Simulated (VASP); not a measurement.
# NiO (F-43m) in VASP: a series of runs, part 2 of 2

VASP 6.6.1. The steps go on from the part before.

## (5) Single point, PBE, collinear spin, ferromagnetic start

This run uses another cell than the first one, of 12.62 Å³/atom, 1.104 times its volume.

Contents of INCAR:

```
SYSTEM = NiO
ALGO = Normal
EDIFF = 1E-6
ENCUT = 600
GGA = PE
GGA_COMPAT = .False.
ISIF = 2
ISMEAR = -1
ISPIN = 2
LASPH = .True.
LCHARG = .False.
LMAXMIX = 4
LORBIT = 11
LREAL = .False.
LWAVE = .False.
MAGMOM = 1 0
NBANDS = 23
NELM = 200
PREC = Accurate
SIGMA = 0.05
```

Contents of KPOINTS:

```
k-points
0
Gamma
  10 10 10
  0 0 0
```

Contents of POSCAR:

```
NiO
1.0
    0.0000000000      2.3283352904      2.3283352904
    2.3283352904      0.0000000000      2.3283352904
    2.3283352904      2.3283352904      0.0000000000
Ni O
1 1
Direct
    0.0000000000      0.0000000000      0.0000000000
    0.2500000000      0.2500000000      0.2500000000
```

Potentials or basis: VASP PAW PBE potentials, release 64 (Ni_sv_GW, O).

On the command line:

```sh
> cat potpaw_PBE.64/Ni_sv_GW/POTCAR potpaw_PBE.64/O/POTCAR > POTCAR
> mpirun -np 1 vasp_std > vasp.out
```

OUTCAR:

```text
SYSTEM = NiO
   EDIFF = 1E-6
   ENCUT = 600
   GGA = PE
   ISIF = 2
   ISMEAR = -1
   ISPIN = 2
   LASPH = .True.
   LORBIT = 11
   LREAL = .False.
   NELM = 200
   PREC = Accurate

 ion  position               nearest neighbor table
   1  0.000  0.000  0.000-   2 2.02   2 2.02   2 2.02   2 2.02
   2  0.250  0.250  0.250-   1 2.02   1 2.02   1 2.02   1 2.02

  LATTYP: Found a face centered cubic cell.
 ALAT       =     4.6566705808

  Lattice vectors:

 A1 = (   0.0000000000,   2.3283352904,   2.3283352904)
 A2 = (   2.3283352904,   0.0000000000,   2.3283352904)
 A3 = (   2.3283352904,   2.3283352904,   0.0000000000)

Analysis of symmetry for initial positions (statically):
=====================================================================
 Subroutine PRICEL returns:
 Original cell was already a primitive cell.

 Routine SETGRP: Setting up the symmetry group for a
 face centered cubic supercell.

 Subroutine GETGRP returns: Found 24 space group operations
 (whereof 24 operations were pure point group operations)
 out of a pool of 48 trial point group operations.

The static configuration has the point symmetry T_d .

Analysis of symmetry for dynamics (positions and initial velocities):
=====================================================================
 Subroutine PRICEL returns:
 Original cell was already a primitive cell.

 Routine SETGRP: Setting up the symmetry group for a
 face centered cubic supercell.

 Subroutine GETGRP returns: Found 24 space group operations
 (whereof 24 operations were pure point group operations)
 out of a pool of 48 trial point group operations.

The dynamic configuration has the point symmetry T_d .

Analysis of structural, dynamic, and magnetic symmetry:
=====================================================================
 Subroutine PRICEL returns:
[... 143 lines left out ...]
 maximum number of plane-waves:       869
 NGX is ok and might be reduce to    28
   NGX = 13   NGY = 13   NGZ = 13

 number of electron      23.9999993 magnetization       1.9971776

 Free energy of the ion-electron system (eV)
  ---------------------------------------------------
  ext. energy  EPLUGINS =         0.00000000
  ---------------------------------------------------
  free energy    TOTEN  =       -12.43484275 eV

  energy without entropy =      -12.42056505  energy(sigma->0) =      -12.42770390

 E-fermi :   3.6900     XC(G=0): -10.8880

 val. band max:        3.6701424576   @ k =  -0.3000   0.3000   0.1000
 cond. band min:       3.7211040072   @ k =   0.5000   0.4000   0.0000
 fundamental gap:      0.0509615496
 Fermi energy:         3.6899703937

 spin component 1

 k-point     1 :       0.0000    0.0000    0.0000
  band No.  band energies     occupation
      1    -100.8248      1.00000
      2     -61.2020      1.00000
      3     -61.2019      1.00000
      4     -61.2019      1.00000
      5     -15.5146      1.00000
      6      -1.6963      1.00000
[... 613 lines left out ...]
     22      30.8002      0.00000
     23      31.1669      0.00000

 [... further k-points ...]

 spin component 2

 k-point     1 :       0.0000    0.0000    0.0000
  band No.  band energies     occupation
      1     -98.9077      1.00000
      2     -59.3340      1.00000
      3     -59.3340      1.00000
      4     -59.3340      1.00000
      5     -14.8869      1.00000
      6      -0.6346      1.00000
[... 613 lines left out ...]
     22      31.0711      0.00000
     23      31.4764      0.00000

 [... further k-points ...]
[... 5 lines left out ...]
  --------------------------------------------------------------------------------------
  -------------------------------------------------------------------------------------
  Total       -2.3396767     -2.3396767     -2.3396767      0.0000000      0.0000000     -0.0000000
  in kB     -148.4909121   -148.4909121   -148.4909121      0.0000000      0.0000000     -0.0000000
  external PRESSURE =    -148.4909121 kB  Pullay stress =       0.0000000 kB

 VOLUME and BASIS-vectors are now :
 -----------------------------------------------------------------------------
  energy-cutoff  :      600.00
  volume of cell :       25.24
      direct lattice vectors                 reciprocal lattice vectors
     0.000000000  2.328335290  2.328335290    -0.214745704  0.214745704  0.214745704
     2.328335290  0.000000000  2.328335290     0.214745704 -0.214745704  0.214745704
     2.328335290  2.328335290  0.000000000     0.214745704  0.214745704 -0.214745704

 POSITION                                       TOTAL-FORCE (eV/Angst)
 -----------------------------------------------------------------------------------
      0.00000      0.00000      0.00000         0.000000     -0.000000      0.000000
      1.16417      1.16417      1.16417        -0.000000      0.000000     -0.000000
 -----------------------------------------------------------------------------------
    total drift:                               -0.000000     -0.000000     -0.000000

  FREE ENERGIE OF THE ION-ELECTRON SYSTEM (eV)
  ---------------------------------------------------
  free  energy   TOTEN  =       -12.4348427491 eV

  energy  without entropy=      -12.4205650515  energy(sigma->0) =      -12.42770390

 total charge

# of ion       s       p       d       f       tot
--------------------------------------------------
    1        2.162   6.213   7.745   0.006  16.127
    2        1.552   3.369   0.000   0.000   4.921
--------------------------------------------------
tot          3.714   9.583   7.745   0.006  21.048

 magnetization (x)

# of ion       s       p       d       f       tot
--------------------------------------------------
    1        0.004   0.023   1.542   0.001   1.570
    2        0.016   0.356   0.000   0.000   0.371
--------------------------------------------------
tot          0.020   0.378   1.542   0.001   1.941
```

It took 2.6 min on 1 thread of AMD EPYC 7R43 (Zen 3), shared host; peak memory 0.18 GiB.

What came out:

| Quantity | Value |
| --- | --- |
| Free energy | -12.4348 eV |
| Pressure | -14.8 GPa |
| Band gap on the k mesh | zero (filled and empty bands overlap) |
| Net moment | 2.00 μB per cell |
| Site moments | Ni +1.57; O +0.37 μB |
| Valence electrons inside the program's atomic spheres | Ni 16.13; O 4.92 |

Levels at points of the mesh, in eV from the Fermi level:
Spin up:
| k point | band 9 | band 10 | band 11 | band 12 | band 13 | band 14 | band 15 | band 16 | band 17 | band 18 |
| --- | --- | --- | --- | --- | --- | --- | --- | --- | --- | --- |
| (0.00, 0.00, 0.00) | -2.29 | -2.29 | -0.11 | -0.11 | -0.11 | 0.18 | 13.39 | 13.39 | 13.39 | 19.56 |
| (0.50, 0.00, 0.00) | -2.56 | -2.26 | -2.26 | -0.80 | -0.80 | 5.27 | 6.79 | 12.97 | 12.97 | 16.66 |
| (0.50, 0.50, 0.00) | -2.97 | -2.07 | -1.88 | -1.88 | -1.73 | 5.10 | 8.76 | 10.72 | 13.45 | 13.45 |
Spin down:
```csv
k point,band 7,band 8,band 9,band 10,band 11,band 12,band 13,band 14,band 15,band 16
"(0.00, 0.00, 0.00)",-4.32,-4.32,-1.22,-1.22,0.48,1.56,1.56,1.56,13.66,13.66
"(0.50, 0.00, 0.00)",-4.13,-4.13,-1.04,-1.04,-0.60,0.79,0.79,5.60,7.28,13.30
"(0.50, 0.50, 0.00)",-3.85,-3.85,-1.21,-0.97,-0.71,-0.02,-0.02,5.53,9.42,10.95
```

Caveat: a cell with one magnetic atom can't hold antiferromagnetic order, which such compounds often take; semilocal functionals often make such compounds metallic where correlation or magnetic order opens a gap, which also shifts bond lengths. With open d or f shells a metallic result of PBE can be an artefact of self-interaction; +U or a hybrid may open a gap.

## (6) Single point, PBE, collinear spin, ferromagnetic start

This run uses another cell than the first one, of 11.91 Å³/atom, 1.042 times its volume.

Contents of INCAR:

```
SYSTEM = NiO
PREC = Accurate ; ENCUT = 600
EDIFF = 1E-6 ; ISMEAR = -1
SIGMA = 0.05 ; LREAL = .FALSE.
LASPH = .TRUE. ; NELM = 200
ALGO = Normal ; ISIF = 2
LWAVE = .FALSE. ; LCHARG = .FALSE.
ISPIN = 2 ; MAGMOM = 1 0
LORBIT = 11 ; LMAXMIX = 4
GGA = PE ; NBANDS = 23
GGA_COMPAT = .FALSE.
```

Contents of KPOINTS:

```
Automatic mesh
0
G
  10 10 10
  0 0 0
```

Contents of POSCAR:

```
NiO
1.0
    0.0000000000      2.2835484600      2.2835484600
    2.2835484600      0.0000000000      2.2835484600
    2.2835484600      2.2835484600      0.0000000000
Ni O
1 1
Direct
    0.0000000000      0.0000000000      0.0000000000
    0.2500000000      0.2500000000      0.2500000000
```

Potentials or basis: VASP PAW PBE potentials, release 64 (Ni_sv_GW, O).

On the command line:

```sh
> cat potpaw_PBE.64/Ni_sv_GW/POTCAR potpaw_PBE.64/O/POTCAR > POTCAR
> mpirun -np 1 vasp_std > vasp.out
```

It took 79 s on 1 thread of AMD EPYC 9R45 (Zen 5), shared host; peak memory 0.19 GiB.

The run converged. Its results:

* Free energy: -12.5238 eV
* Pressure: -9.1 GPa
* Band gap on the k mesh: zero (filled and empty bands overlap)
* Net moment: 1.98 μB per cell
* Site moments: Ni +1.56; O +0.37 μB
* Valence electrons inside the program's atomic spheres: Ni 16.17; O 4.95

Levels at points of the mesh, in eV from the Fermi level:
Spin up:
| k point | band 9 | band 10 | band 11 | band 12 | band 13 | band 14 | band 15 | band 16 | band 17 | band 18 |
| --- | --- | --- | --- | --- | --- | --- | --- | --- | --- | --- |
| (0.00, 0.00, 0.00) | -2.38 | -2.38 | 0.00 | 0.00 | 0.00 | 0.26 | 13.79 | 13.79 | 13.79 | 20.05 |
| (0.50, 0.00, 0.00) | -2.60 | -2.33 | -2.33 | -0.76 | -0.76 | 5.52 | 7.01 | 13.33 | 13.33 | 17.15 |
| (0.50, 0.50, 0.00) | -3.08 | -2.13 | -1.90 | -1.90 | -1.77 | 5.20 | 9.31 | 10.90 | 13.95 | 13.95 |
Spin down:
| k point | band 7 | band 8 | band 9 | band 10 | band 11 | band 12 | band 13 | band 14 | band 15 | band 16 |
| --- | --- | --- | --- | --- | --- | --- | --- | --- | --- | --- |
| (0.00, 0.00, 0.00) | -4.67 | -4.67 | -1.30 | -1.30 | 0.56 | 1.67 | 1.67 | 1.67 | 14.06 | 14.06 |
| (0.50, 0.00, 0.00) | -4.45 | -4.45 | -1.10 | -1.10 | -0.67 | 0.83 | 0.83 | 5.84 | 7.51 | 13.66 |
| (0.50, 0.50, 0.00) | -4.15 | -4.15 | -1.37 | -1.02 | -0.74 | -0.05 | -0.05 | 5.66 | 9.97 | 11.14 |

Caveat: a cell with one magnetic atom can't hold antiferromagnetic order, which such compounds often take; semilocal functionals often make such compounds metallic where correlation or magnetic order opens a gap, which also shifts bond lengths. With open d or f shells a metallic result of PBE can be an artefact of self-interaction; +U or a hybrid may open a gap.

## (7) Summary

| cell | gap on the mesh (eV) | pressure (GPa) | moment (μB) |
| --- | --- | --- | --- |
| a = 3.186 Å, angles 60.0°, 2 atoms | none | -3.8 | 1.95 |
| a = 3.208 Å, angles 60.0°, 2 atoms | none | -6.8 | 1.97 |
| a = 3.272 Å, angles 60.0°, 2 atoms | none | -13.1 | 1.99 |
| a = 3.293 Å, angles 60.0°, 2 atoms | none | -14.8 | 2.00 |
| a = 3.229 Å, angles 60.0°, 2 atoms | none | -9.1 | 1.98 |

Alike in all rows: task single point; level PBE; potentials or basis VASP PAW PBE potentials, release 64 (Ni_sv_GW, O); spin collinear, ferromagnetic start; k mesh 10 × 10 × 10; cutoff (eV) 600; smearing fermi-dirac 0.05 eV.

Caveats: a cell with one magnetic atom can't hold antiferromagnetic order, which such compounds often take; semilocal functionals often make such compounds metallic where correlation or magnetic order opens a gap, which also shifts bond lengths.

Absolute energies hang on the potentials; compare differences alone.
